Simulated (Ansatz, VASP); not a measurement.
## One calculation of C, two programs

Contents of INCAR:

```
  AGGAC = 0.0
  ALDAC = 0.0
  ALGO = Normal
  EDIFF = 1E-6
  ENCUT = 600
  GGA = PE
  GGA_COMPAT = F
  ISIF = 2
  ISMEAR = 0
  LASPH = T
  LCHARG = F
  LREAL = F
  LWAVE = F
  NBANDS = 16
  NELM = 120
  PREC = Accurate
  SIGMA = 0.1
```

The input KPOINTS:

```
k-points
0
Gamma
  12 12 12
```

File POSCAR:

```
C
1.0
    1.2331881000      0.7119814815      8.2826151033
   -1.2331881000      0.7119814815      8.2826151033
    0.0000000000     -1.4239629630      8.2826151033
C
4
Direct
    0.0871730800      0.0871730800      0.0871730800
    0.9128269200      0.9128269200      0.9128269200
    0.7538500600      0.7538500600      0.7538500600
    0.2461499400      0.2461499400      0.2461499400
```

File input.yaml:

```yaml
crystal:
  lattice: { a: 2.4663762, b: 2.4663762, c: 24.84784531, alpha: 90.0, beta: 90.0, gamma: 120.0 }
  space_group: 166
  reduce_to_primitive: true
  atoms:
    - { symbol: C, wyckoff: "6c", position: [0.3333333333, 0.6666666667, 0.7538397467] }
    - { symbol: C, wyckoff: "6c", position: [0.0, 0.0, 0.75385006] }
hamiltonian:
  xc: { exchange: pbe, correlation: none }
  pseudopotentials: { kind: paw, level: accurate }
kpoints:
  mp_grid: { grid: [12, 12, 12] }
scf:
  occupations: { method: gaussian, width: 0.1 }
output:
  forces: true
  stress: true
  eigenvalues: true
  bader: true
  populations: true
  write_density: true
  write_potential: true
  elf: true
  volumetric_format: npy
```

Alike in both runs: functional PBE exchange alone; k mesh 12 × 12 × 12; occupations gaussian, width 0.1 eV; no spin polarisation.

|  | VASP | Ansatz |
| --- | --- | --- |
| version | VASP 6.6.1 | Ansatz 0.2.0 |
| potentials or method | VASP PAW PBE potentials, release 64 (C) | Ansatz PAW earlier set |
| plane-wave cutoff (eV) | 600 | 800 |
| valence electrons in the cell | 16 | 16 |
| task | single point | atomic charges |

```tsv
	VASP	Ansatz	Ansatz less VASP
gap on the k mesh at the Fermi level (eV)	0.19	0.19	-0.001
least direct gap on the mesh (eV)	0.19	0.19	0.000
pressure (GPa)	11.1	11.4	+0.25
traceless stress, the component that is largest in VASP (GPa)	-10.12	-10.10	+0.020
rms of the force components (eV/Å)	0.013	0.013	+0.0001
```

VASP's potentials were made for PBE, not for PBE exchange alone. Atom by atom the forces differ by 0.000 eV/Å (rms over components).

Noted on Ansatz's run: this version of the program is known to err on some quantities of such runs, which are left out of the summary and shouldn't be taken from the log.
